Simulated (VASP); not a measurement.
CdSe: single point with PBE

CdSe:

```
Cd Se
1.0
     4.46865    0.00000    0.00000
    -2.23433    3.86997    0.00000
     0.00000    0.00000   14.58589
Cd Se
4 4
Direct
  0.00000 0.00000 0.99984
  0.33333 0.66667 0.24997
  0.00000 0.00000 0.49984
  0.66667 0.33333 0.74997
  0.00000 0.00000 0.18747
  0.33333 0.66667 0.43773
  0.00000 0.00000 0.68747
  0.66667 0.33333 0.93773
```

This cell differs from its parent crystal: volume changed by +6%.

```yaml
Program: VASP 6.6.1
Task: single point
Functional: PBE
Potentials_or_basis: VASP PAW PBE potentials, release 64 (Cd, Se)
Cutoff: 520 eV
k_mesh: 6 × 6 × 2
Occupations: gaussian, width 0.01 eV
Spin: no spin polarisation
```

```json
{
 "Pressure": "-2.1 GPa",
 "Largest force": "0.003 eV/Å",
 "Band gap on the k mesh": "0.39 eV, direct"
}
```

Forces on the atoms (eV/Å):
```
Cd   0.000  0.000 -0.002
Cd   0.000  0.000 -0.001
Cd   0.000  0.000 -0.002
Cd   0.000  0.000 -0.001
Se   0.000  0.000  0.003
Se   0.000  0.000  0.001
Se   0.000  0.000  0.003
Se   0.000  0.000  0.001
```

Levels at points of the mesh, in eV from the valence-band top:
```
           k point  band 34  band 35  band 36  band 37  band 38  band 39
(0.00, 0.00, 0.00)    -0.02     0.00     0.00     0.39     2.03     2.15
(0.50, 0.00, 0.00)    -1.08    -0.74    -0.61     2.41     2.80     3.38
(0.00, 0.00, 0.50)    -0.10    -0.10    -0.10     1.41     1.41     2.19
(0.50, 0.00, 0.50)    -1.02    -0.75    -0.75     2.79     2.79     3.39
```

It took 100 s on 1 thread of Intel(R) Xeon(R) Platinum 8488C (Sapphire Rapids), with other jobs on the host, peak memory 0.43 GiB.
